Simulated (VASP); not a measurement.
Here is a VASP 6.6.1 calculation.

The input INCAR:

```
  PREC = Accurate
  ENCUT = 520
  EDIFF = 1E-6
  ISMEAR = -1
  SIGMA = 0.1
  LREAL = False
  LASPH = True
  NELM = 80
  ALGO = Normal
  ISIF = 2
  LWAVE = False
  LCHARG = True
  GGA = PE
  LELF = True
  LVHAR = True
  NBANDS = 11
```

The input KPOINTS:

```
regular mesh
0
Gamma
  15 15 15
```

The input POSCAR:

```
BP
1.0
    2.6026100511      0.0000000000      0.0000000000
    0.0000000000      2.6026100511      0.0000000000
    0.0000000000      0.0000000000      2.6026100511
B P
1 1
Direct
    0.0000000000      0.0000000000      0.0000000000
    0.5000000000      0.5000000000      0.5000000000
```

Potentials or basis: VASP PAW PBE potentials, release 64 (B, P).

Command:

```console
$ cat potpaw_PBE.64/B/POTCAR potpaw_PBE.64/P/POTCAR > POTCAR
$ mpirun -np 1 vasp_std > vasp.out
```

Task: Estimate the band gap on the k mesh.

Result: Zero (band 4 reaches 14.68 eV, above the bottom of band 5 at 8.66 eV).

Task: Estimate the pressure.

Result: 21.5 GPa.
